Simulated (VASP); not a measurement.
Crystal: Co.

```
Co
1.0
     2.56070    0.00000    0.00000
    -1.28035    2.21764    0.00000
     0.00000    0.00000    4.14143
Co
2
Direct
  0.66667 0.33333 0.25000
  0.33333 0.66667 0.75000
```

Program: VASP 6.6.1. Alike in all runs: task single point; level PBE; potentials or basis VASP PAW PBE potentials, release 64 (Co); cell as given; k mesh 24 × 24 × 12; cutoff (eV) 520; smearing gaussian 0.15 eV.

**Question.** Order these runs on this cell by their pressure, lowest first.
A. spin collinear, ferromagnetic start; fixed moment (μB) 4.4
B. spin collinear, ferromagnetic start; fixed moment (μB) 2.2
C. spin off

**Answer.** C (-23.9 GPa), B (-20.0 GPa), A (-4.4 GPa).

Caveats: the total moment is fixed, so each spin has its own Fermi level (some runs).
